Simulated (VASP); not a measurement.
Ta3B2N, 6 atoms in the cell. The typed cell holds 6 atoms: a = 5.540 Å, b = 5.540 Å, c = 3.276 Å, α = 90.00°, β = 90.00°, γ = 120.00°. 

```yaml
Program: VASP 6.6.1
Task: single point
Functional: PBE
Potentials_or_basis: VASP PAW PBE potentials, release 64 (Ta_pv, B, N)
Cutoff: 520 eV
k_mesh: 6 × 6 × 4
Occupations: gaussian, width 0.1 eV
Spin: no spin polarisation
Dipole_correction: no
Further_INCAR_settings: ALGO = Normal; EDIFF = 1e-07; NBANDS = 31
```

Potentials or basis: VASP PAW PBE potentials, release 64 (Ta_pv, B, N).

The run is started by

```bash
$ cat potpaw_PBE.64/Ta_pv/POTCAR potpaw_PBE.64/B/POTCAR potpaw_PBE.64/N/POTCAR > POTCAR
$ mpirun -np 1 vasp_std > vasp.out
```

Hardware: 1 thread of Intel(R) Xeon(R) Platinum 8259CL CPU @ 2.50GHz (Skylake/Cascade Lake) (shared host).

Task: How long does it take, and how much memory?

Result: It took 62 s on 1 thread of Intel(R) Xeon(R) Platinum 8259CL CPU @ 2.50GHz (Skylake/Cascade Lake), with other jobs on the host, peak memory 0.22 GiB. Counts: scf iterations 18, k points 21.
